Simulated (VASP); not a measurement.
# BN (P1) in VASP: settings compared, part 2 of 3

VASP 6.6.1. The steps go on from the part before.

**3. Single point, r2SCAN0**

The input, POSCAR:

```
BN
1.0
    2.5080409239      0.0000000000      0.0000000000
   -1.2467107647      2.1762310413      0.0000000000
   -0.6306650796     -1.0881155206      3.0225400000
N B
1 1
Direct
    0.6685060000      0.3323850000      0.9849990000
    0.9796430000      0.9834990000      0.0018060000
```

The input, INCAR.step1:

```
  PREC = Accurate
  ENCUT = 520
  EDIFF = 1E-5
  ISMEAR = -1
  SIGMA = 0.05
  LREAL = False
  LASPH = True
  NELM = 100
  ALGO = Normal
  ISIF = 2
  LWAVE = True
  GGA = PE
  NBANDS = 11
```

The input, INCAR.step2:

```
  PREC = Accurate
  ENCUT = 520
  EDIFF = 1E-7
  ISMEAR = -1
  SIGMA = 0.05
  LREAL = False
  LASPH = True
  NELM = 100
  ALGO = Normal
  ISIF = 2
  LWAVE = False
  LCHARG = True
  METAGGA = R2SCAN
  LHFCALC = True
  AEXX = 0.25
  LMIXTAU = True
  PRECFOCK = Normal
  LELF = True
  LVHAR = True
  ISTART = 1
  NBANDS = 11
```

The input, KPOINTS:

```
Automatic mesh
0
Gamma
  7 7 5
```

Potentials or basis: VASP PAW PBE potentials, release 64 (N, B).

Started as:

```
$ cat potpaw_PBE.64/N/POTCAR potpaw_PBE.64/B/POTCAR > POTCAR
$ cp INCAR.step1 INCAR
$ mpirun -np 1 vasp_std > vasp.out
$ cp INCAR.step2 INCAR
$ mpirun -np 1 vasp_std > vasp.out
```

OUTCAR:

```text
PREC = Accurate
   ENCUT = 520
   EDIFF = 1E-7
   ISMEAR = -1
   LREAL = False
   LASPH = True
   NELM = 100
   ISIF = 2
   METAGGA = R2SCAN
   LHFCALC = True
   AEXX = 0.25
   PRECFOCK = Normal
   ISTART = 1

 ion  position               nearest neighbor table
   1  0.669  0.332  0.985-   2 1.40   2 1.43   2 1.52
   2  0.980  0.983  0.002-   1 1.40   1 1.43   1 1.52

  LATTYP: Found a face centered orthorhombic cell.
 ALAT       =     2.5153400000
 B/A-ratio  =     1.7253460765
 C/A-ratio  =     2.4032854405

  Lattice vectors:

 A1 = (  -1.8773758443,   1.0881155207,   3.0225400000)
 A2 = (   0.6306650796,   1.0881155207,   3.0225400000)
 A3 = (  -1.2467107647,   2.1762310413,   0.0000000000)

Analysis of symmetry for initial positions (statically):
=====================================================================
 Subroutine PRICEL returns:
 Original cell was already a primitive cell.

 Routine SETGRP: Setting up the symmetry group for a
 face centered orthorhombic supercell.

 Subroutine GETGRP returns: Found  1 space group operations
 (whereof  1 operations were pure point group operations)
 out of a pool of  8 trial point group operations.

The static configuration has the point symmetry C_1 .

Analysis of symmetry for dynamics (positions and initial velocities):
=====================================================================
 Subroutine PRICEL returns:
 Original cell was already a primitive cell.

 Routine SETGRP: Setting up the symmetry group for a
 face centered orthorhombic supercell.

 Subroutine GETGRP returns: Found  1 space group operations
 (whereof  1 operations were pure point group operations)
 out of a pool of  8 trial point group operations.

The dynamic configuration has the point symmetry C_1 .

 Subroutine INISYM returns: Found  1 space group operations
 (whereof  1 operations are pure point group operations),
 and found     1 'primitive' translations

----------------------------------------------------------------------------------------

                                     Primitive cell

  volume of cell :      16.4973

  direct lattice vectors                    reciprocal lattice vectors
     2.508040924  0.000000000  0.000000000     0.398717577  0.228415773  0.165423783
    -1.246710765  2.176231041  0.000000000     0.000000000  0.459510034  0.165423783
    -0.630665080 -1.088115521  3.022540000     0.000000000  0.000000000  0.330847565

  length of vectors
     2.508040924  2.508040924  3.273756540     0.488379462  0.488379462  0.330847565

  position of ions in fractional coordinates (direct lattice)
     0.668506000  0.332385000  0.984999000
     0.979643000  0.983499000  0.001806000

  ion indices of the primitive-cell ions
   primitive index   ion index
                 1           1
                 2           2

----------------------------------------------------------------------------------------

 KPOINTS: Automatic mesh

Automatic generation of k-mesh.
[... 50 lines left out ...]
  0.142857  0.142857  0.000000      2.000000
[... 16 lines left out ...]
 -0.428571  0.428571 -0.000000      2.000000
 -0.285714  0.428571 -0.000000      2.000000
 [... further k-points ...]
   k-points           NKPTS =    123   k-points in BZ     NKDIM =    245   number of bands    NBANDS=     11
   number of dos      NEDOS =    301   number of ions     NIONS =      2
   total plane-waves  NPLWV =   9600
   dimension x,y,z NGX =    20 NGY =   20 NGZ =   24
   dimension x,y,z NGXF=    40 NGYF=   40 NGZF=   48
   ions per type =               1   1
   NGX,Y,Z   is equivalent  to a cutoff of  13.26, 13.26, 12.19 a.u.
   NGXF,Y,Z  is equivalent  to a cutoff of  26.51, 26.51, 24.38 a.u.
 SYSTEM =  unknown system
   PREC   = accura    normal or accurate (medium, high low for compatibility)
   ISTART =      1    job   : 0-new  1-cont  2-samecut
   ICHARG =      0    charge: 1-file 2-atom 10-const
   ISPIN  =      1    spin polarized calculation?
   LNONCOLLINEAR =      F non collinear calculations
   LSORBIT =      F    spin-orbit coupling
   LASPH  =      T    aspherical Exc in radial PAW
   ENCUT  =  520.0 eV  38.22 Ry    6.18 a.u.   4.66  4.66  6.09*2*pi/ulx,y,z
   NELM   =    100;   NELMIN=  2; NELMDL=  0     # of ELM steps
   EDIFF  = 0.1E-06   stopping-criterion for ELM
   LREAL  =      F    real-space projection
   EDIFFG = 0.1E-05   stopping-criterion for IOM
   NSW    =      0    number of steps for IOM
   IBRION =     -1    ionic relax: 0-MD 1-quasi-New 2-CG
   NFREE  =      0    steps in history (QN), initial steepest desc. (CG)
   ISIF   =      2    stress and relaxation
   ISYM   =      3    0-nonsym 1-usesym 2-fastsym
   POTIM  = 0.5000    time-step for ionic-motion
   TEBEG  =    0.0;   TEEND  =   0.0 temperature during run
   PSTRESS=    0.0 pullay stress
   NELECT =       8.0000    total number of electrons
   NUPDOWN=      -1.0000    fix difference up-down
   EMIN   =  10.00;   EMAX   =-10.00  energy-range for DOS
   EFERMI =   0.00;   METHOD = LEGACY
   ISMEAR =    -1;   SIGMA  =   0.05  broadening in eV -4-tet -1-fermi 0-gaus
   EFERMI_NEDOS =   21; number of points for ismear=-14 and -15
   IALGO  =     38    algorithm
   IMIX   =      1    mixing-type and parameters
     AMIX     =   0.40;   BMIX     =  1.00
     AMIX_MAG =   1.60;   BMIX_MAG =  1.00
  volume/ion in A,a.u.               =       8.25        55.66
  Fermi-wavevector in a.u.,A,eV,Ry     =   1.286178  2.430523 22.507475  1.654253
  Thomas-Fermi vector in A             =   2.418268
   LORBIT       =      0    0 simple, 1 ext, 2 COOP (PROOUT), +10 PAW based schemes
   METAGGA = R2SCAN    functional components
   LHFCALC =     T    Hartree Fock is set to
   PRECFOCK=normal    Normal, Fast or Accurate (Low or Medium for compatibility)
   ENCUT4O =  -1.0   cutoff for four orbital integrals eV
   NKREDX  =     1    reduce k-point grid by
   NKREDY  =     1    reduce k-point grid by
   NKREDZ  =     1    reduce k-point grid by
   AEXX    =    0.2500 exact exchange contribution
   HFSCREEN=    0.0000 screening length (either q_TF or 0.3 A-1)
   HFSCREENC=   0.0000 screening length for correlation (either q_TF or 0.3 A-1)
   ENCUTFOCK=  -1.0 apply spherical cutoff to Coloumb kernel
   IVDW    =     0    specifies the selected vdW correction
   LEPSILON=     F    determine dielectric tensor
   LRPA    =     F    only Hartree local field effects (RPA)
 non-spin polarized calculation
  energy-cutoff  :      520.00
  volume of cell :       16.50
 maximum number of plane-waves:       454
  NGX = 14; NGY = 14; NGZ = 20

 number of electron       8.0000000 magnetization

 Free energy of the ion-electron system (eV)
  ---------------------------------------------------
  ext. energy  EPLUGINS =         0.00000000
  ---------------------------------------------------
  free energy    TOTEN  =       -22.44479908 eV

  energy without entropy =      -22.44479908  energy(sigma->0) =      -22.44479908

 E-fermi :   3.0613     XC(G=0):  -8.8423

 val. band max:        1.9779866658   @ k =   0.4286   0.4286   0.0000
 cond. band min:       7.4457365033   @ k =  -0.4286  -0.4286   0.4000
 fundamental gap:      5.4677498375
 Fermi energy:         3.0613450346

 k-point     1 :       0.0000    0.0000    0.0000
  band No.  band energies     occupation
      1     -18.6815      2.00000
      2      -2.1470      2.00000
      3      -0.7585      2.00000
      4       1.0718      2.00000
      5       9.8162      0.00000
      6      15.2193      0.00000
      7      17.3571      0.00000
      8      18.7956      0.00000
      9      20.1405      0.00000
     10      30.9458      0.00000
     11      32.5090      0.00000
[... 309 lines left out ...]
 k-point    24 :      -0.2857    0.4286   -0.0000
  band No.  band energies     occupation
      1     -15.9547      2.00000
      2      -6.8274      2.00000
      3      -3.2886      2.00000
      4       0.9541      2.00000
      5      11.6371      0.00000
      6      14.3224      0.00000
      7      17.7097      0.00000
      8      20.6495      0.00000
      9      22.3140      0.00000
     10      25.8488      0.00000
     11      30.6074      0.00000

 [... further k-points ...]
[... 5 lines left out ...]
  --------------------------------------------------------------------------------------
  -------------------------------------------------------------------------------------
  Total       -1.2735679     -0.1467749      0.6149370     -0.4558813      0.1218212      0.0599293
  in kB     -123.6861290    -14.2544605     59.7213375    -44.2741942     11.8310106      5.8202027
  external PRESSURE =     -26.0730840 kB  Pullay stress =       0.0000000 kB

 VOLUME and BASIS-vectors are now :
 -----------------------------------------------------------------------------
  energy-cutoff  :      520.00
  volume of cell :       16.50
      direct lattice vectors                 reciprocal lattice vectors
     2.508040924  0.000000000  0.000000000     0.398717577  0.228415773  0.165423783
    -1.246710765  2.176231041  0.000000000     0.000000000  0.459510034  0.165423783
    -0.630665080 -1.088115521  3.022540000     0.000000000  0.000000000  0.330847565

 POSITION                                       TOTAL-FORCE (eV/Angst)
 -----------------------------------------------------------------------------------
      0.64105     -0.34845      2.97720        -1.698644     -2.125803      0.666287
      1.22971      2.13836      0.00546         1.698644      2.125803     -0.666287
 -----------------------------------------------------------------------------------
    total drift:                               -0.000325      0.000310      0.000094

  FREE ENERGIE OF THE ION-ELECTRON SYSTEM (eV)
  ---------------------------------------------------
  free  energy   TOTEN  =       -22.4447990826 eV

  energy  without entropy=      -22.4447990826  energy(sigma->0) =      -22.44479908
```

Wall time 28 min (1 thread of AMD EPYC 7R13 (Zen 3), shared host); peak memory 0.13 GiB.

Results:

```yaml
Free_energy: -22.4448 eV
Pressure: -2.6 GPa
Largest_force: 2.801 eV/Å
Band_gap_on_the_k_mesh: 5.47 eV (least direct gap 7.42 eV)
```

Forces on the atoms (eV/Å):
```
N   -1.699 -2.126  0.666
B    1.699  2.126 -0.666
```

Stress tensor (GPa, compression positive):
```
-12.37  -4.43   0.58
 -4.43  -1.43   1.18
  0.58   1.18   5.97
```

Caveat: the k points lie up to 0.44 Å⁻¹ apart; the PAW data sets were made with another functional, which shifts forces and pressure a little; an odd mesh through Γ misses points on the zone boundary, where band edges can lie.

**4. Single point, LDA (7.75 Å³/atom)**

This run uses another cell than the first one, of 7.75 Å³/atom.

The input, INCAR:

```
ALGO = Normal
EDIFF = 1E-7
ENCUT = 520
ISIF = 2
ISMEAR = -1
LASPH = T
LCHARG = F
LREAL = F
LWAVE = F
NBANDS = 11
NELM = 80
PREC = Accurate
SIGMA = 0.05
```

The input, KPOINTS:

```
k-points
0
Gamma
  13 13 9
```

The input, POSCAR:

```
BN
1.0
    2.4568420491      0.0000000000      0.0000000000
   -1.2212605467      2.1318056974      0.0000000000
   -0.6177907512     -1.0659028487      2.9608381970
N B
1 1
Direct
    0.6685060000      0.3323850000      0.9849990000
    0.9796430000      0.9834990000      0.0018060000
```

Potentials or basis: VASP PAW LDA potentials, release 64 (N, B).

Started as:

```
$ cat potpaw_LDA.64/N/POTCAR potpaw_LDA.64/B/POTCAR > POTCAR
$ mpirun -np 1 vasp_std > vasp.out
```

OUTCAR:

```text
EDIFF = 1E-7
   ENCUT = 520
   ISIF = 2
   ISMEAR = -1
   LASPH = T
   LREAL = F
   NELM = 80
   PREC = Accurate

 ion  position               nearest neighbor table
   1  0.669  0.332  0.985-   2 1.37   2 1.41   2 1.49
   2  0.980  0.983  0.002-   1 1.37   1 1.41   1 1.49

  LATTYP: Found a face centered orthorhombic cell.
 ALAT       =     2.4639921227
 B/A-ratio  =     1.7253460765
 C/A-ratio  =     2.4032854405

  Lattice vectors:

 A1 = (  -1.8390512979,   1.0659028487,   2.9608381970)
 A2 = (   0.6177907512,   1.0659028487,   2.9608381970)
 A3 = (  -1.2212605467,   2.1318056974,   0.0000000000)

Analysis of symmetry for initial positions (statically):
=====================================================================
 Subroutine PRICEL returns:
 Original cell was already a primitive cell.

 Routine SETGRP: Setting up the symmetry group for a
 face centered orthorhombic supercell.

 Subroutine GETGRP returns: Found  1 space group operations
 (whereof  1 operations were pure point group operations)
[... 186 lines left out ...]

 val. band max:        3.9279296833   @ k =   0.3846   0.3846   0.1111
 cond. band min:       6.5151848107   @ k =  -0.4615  -0.4615   0.4444
 fundamental gap:      2.5872551274
 Fermi energy:         4.9531633695

 k-point     1 :       0.0000    0.0000    0.0000
  band No.  band energies     occupation
      1     -14.6920      2.00000
      2      -0.1972      2.00000
      3       1.3635      2.00000
      4       3.0417      2.00000
      5       9.2683      0.00000
      6      14.3558      0.00000
      7      16.5220      0.00000
      8      17.3006      0.00000
      9      19.8139      0.00000
     10      29.9235      0.00000
     11      31.6906      0.00000
[... 309 lines left out ...]
 k-point    24 :       0.2308    0.1538    0.0000
  band No.  band energies     occupation
      1     -12.3608      2.00000
      2      -2.8972      2.00000
      3      -1.2459      2.00000
      4       1.0759      2.00000
      5      10.8651      0.00000
      6      14.4527      0.00000
      7      16.4798      0.00000
      8      20.2719      0.00000
      9      21.4120      0.00000
     10      25.3203      0.00000
     11      29.2187      0.00000

 [... further k-points ...]
[... 5 lines left out ...]
  --------------------------------------------------------------------------------------
  -------------------------------------------------------------------------------------
  Total        1.0405331      2.7177383      0.4794809     -0.7129641      0.1356339      0.0635414
  in kB      107.5045723    280.7880942     49.5384445    -73.6611844     14.0132680      6.5648911
  external PRESSURE =     145.9437037 kB  Pullay stress =       0.0000000 kB

 VOLUME and BASIS-vectors are now :
 -----------------------------------------------------------------------------
  energy-cutoff  :      520.00
  volume of cell :       15.51
      direct lattice vectors                 reciprocal lattice vectors
     2.456842049  0.000000000  0.000000000     0.407026573  0.233175798  0.168871099
    -1.221260547  2.131805697  0.000000000     0.000000000  0.469085903  0.168871099
    -0.617790751 -1.065902849  2.960838197     0.000000000  0.000000000  0.337742198

 POSITION                                       TOTAL-FORCE (eV/Angst)
 -----------------------------------------------------------------------------------
      0.62796     -0.34133      2.91642        -1.898637     -2.373068      0.569023
      1.20460      2.09470      0.00535         1.898637      2.373068     -0.569023
 -----------------------------------------------------------------------------------
    total drift:                                0.000071     -0.000221     -0.000075

  FREE ENERGIE OF THE ION-ELECTRON SYSTEM (eV)
  ---------------------------------------------------
  free  energy   TOTEN  =       -19.1219246699 eV

  energy  without entropy=      -19.1219246699  energy(sigma->0) =      -19.12192467
```

stdout:

```text
POSCAR found type information on POSCAR N B
 POSCAR found :  2 types and       2 ions
 scaLAPACK will be used
 LDA part: xc-table for (Slater(with rela. corr.)+CA(PZ))
 , standard interpolation
 -----------------------------------------------------------------------------
|                                                                             |
|           W    W    AA    RRRRR   N    N  II  N    N   GGGG   !!!           |
|           W    W   A  A   R    R  NN   N  II  NN   N  G    G  !!!           |
|           W    W  A    A  R    R  N N  N  II  N N  N  G       !!!           |
|           W WW W  AAAAAA  RRRRR   N  N N  II  N  N N  G  GGG   !            |
|           WW  WW  A    A  R   R   N   NN  II  N   NN  G    G                |
|           W    W  A    A  R    R  N    N  II  N    N   GGGG   !!!           |
|                                                                             |
|     Your reciprocal lattice and k-lattice belong to different lattice       |
|     classes:                                                                |
|                                                                             |
|        The reciprocal lattice is body-centered orthorhombic,                |
|        whereas your k-lattice is base-centered monoclinic.                  |
|                                                                             |
|     Results are often still useful ...                                      |
|                                                                             |
 -----------------------------------------------------------------------------

 POSCAR, INCAR and KPOINTS ok, starting setup
 FFT: planning ... GRIDC
 FFT: planning ... GRID_SOFT
 FFT: planning ... GRID
 WAVECAR not read
 entering main loop
```

Wall time 2.4 min (1 thread of Intel Xeon 8259CL, shared host); peak memory 0.22 GiB.

What came out:

* Free energy: -19.1219 eV
* Pressure: 14.6 GPa
* Largest force: 3.092 eV/Å
* Band gap on the k mesh: 2.59 eV (least direct gap 4.53 eV)

Forces in eV/Å, atoms in the order of the input:
```
N   -1.899 -2.373  0.569
B    1.899  2.373 -0.569
```

Stress tensor (GPa, compression positive):
```
10.75 -7.37  0.66
-7.37 28.08  1.40
 0.66  1.40  4.95
```

Levels at points of the mesh, in eV from the valence-band top:
```tsv
k point	band 1	band 2	band 3	band 4	band 5	band 6	band 7	band 8	band 9
(0.00, 0.00, 0.00)	-18.62	-4.13	-2.56	-0.89	5.34	10.43	12.59	13.37	15.89
```

Caveat: the cell stands under pressure; an odd mesh through Γ misses points on the zone boundary, where band edges can lie; forces of over 1 eV/Å act on the atoms, so gaps and moduli don't describe the material at rest.

[end of part 2 of 3]
